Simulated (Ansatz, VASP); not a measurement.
## HRh6 in VASP and in Ansatz

The input INCAR:

```
PREC = Accurate
ENCUT = 520
EDIFF = 1E-6
ISMEAR = 0
SIGMA = 0.1
LREAL = False
LASPH = True
NELM = 60
ALGO = Fast
ISIF = 2
LWAVE = False
LCHARG = False
LDIPOL = True
IDIPOL = 3
DIPOL = 0.5 0.5 0.294
GGA = PE
NBANDS = 104
```

KPOINTS

```
Automatic mesh
0
Gamma
  6 6 1
```

The input POSCAR:

```
HRh6
1.0
    5.4165863251      0.0000000000      0.0000000000
   -2.7082931626      4.6909013593      0.0000000000
    0.0000000000      0.0000000000     22.2966119230
Rh H
12 2
Direct
    0.3333333333      0.1666666667      0.1793994538
    0.3333333333      0.6666666667      0.1793994538
    0.8333333333      0.1666666667      0.1793994538
    0.8333333333      0.6666666667      0.1793994538
    0.1666666667      0.3333333333      0.2757769167
    0.1666666667      0.8333333333      0.2757769167
    0.6666666667      0.3333333333      0.2757769167
    0.6666666667      0.8333333333      0.2757769167
    0.0000000000      0.0000000000      0.3721019118
    0.0000000000      0.5000000000      0.3721019118
    0.5000000000      0.0000000000      0.3721019118
    0.5000000000      0.5000000000      0.3721019118
    0.1308864316      0.2617728632      0.4066363066
    0.3691135684      0.7382271368      0.4066363066
```

Input for Ansatz:

```yaml
crystal:
  lattice:
    - [5.4165863251, 0.0, 0.0]
    - [-2.7082931626, 4.6909013593, 0.0]
    - [0.0, 0.0, 22.296611923]
  atoms:
    - { symbol: Rh, position: [0.3333333333, 0.1666666667, 0.1793994538] }
    - { symbol: Rh, position: [0.3333333333, 0.6666666667, 0.1793994538] }
    - { symbol: Rh, position: [0.8333333333, 0.1666666667, 0.1793994538] }
    - { symbol: Rh, position: [0.8333333333, 0.6666666667, 0.1793994538] }
    - { symbol: Rh, position: [0.1666666667, 0.3333333333, 0.2757769167] }
    - { symbol: Rh, position: [0.1666666667, 0.8333333333, 0.2757769167] }
    - { symbol: Rh, position: [0.6666666667, 0.3333333333, 0.2757769167] }
    - { symbol: Rh, position: [0.6666666667, 0.8333333333, 0.2757769167] }
    - { symbol: Rh, position: [0.0, 0.0, 0.3721019118] }
    - { symbol: Rh, position: [0.0, 0.5, 0.3721019118] }
    - { symbol: Rh, position: [0.5, 0.0, 0.3721019118] }
    - { symbol: Rh, position: [0.5, 0.5, 0.3721019118] }
    - { symbol: H, position: [0.1308864316, 0.2617728632, 0.4066363066] }
    - { symbol: H, position: [0.3691135684, 0.7382271368, 0.4066363066] }
basis:
  ecutwfc: 420
kpoints:
  mp_grid: { grid: [6, 6, 1] }
hamiltonian:
  xc: pbe
  pseudopotentials: { kind: paw, azcp: { folder: soft_1 } }
scf:
  occupations: { method: gaussian, width: 0.1 }
output:
  forces: true
  eigenvalues: true
efield:
  axis: 3
  dipole_correction: true
  ramp_width: 0.04
```

Alike in both runs: task single point; functional PBE; k mesh 6 × 6 × 1; occupations gaussian, width 0.1 eV; no spin polarisation.

```csv
,VASP,Ansatz
version,VASP 6.6.1,Ansatz 0.2.0
potentials or method,"VASP PAW PBE potentials, release 64 (Rh_pv, H), cutoff 520 eV","scalar-relativistic, plane waves, PAW"
valence electrons in the cell,182,206
```

Ansatz gave:

- gap on the k mesh at the Fermi level (eV): none
- rms of the force components (eV/Å): 1.216

Problem. What did VASP give for the same quantities?

Solution. gap on the k mesh at the Fermi level (eV): none; rms of the force components (eV/Å): 1.235.

Atom by atom the forces differ by 0.020 eV/Å (rms over components). A gap of «none» marks a metal or a gap that the smearing closes. VASP's potentials hold 182 valence electrons a cell and Ansatz's 206, so a difference there can come from the potentials and not from the codes.
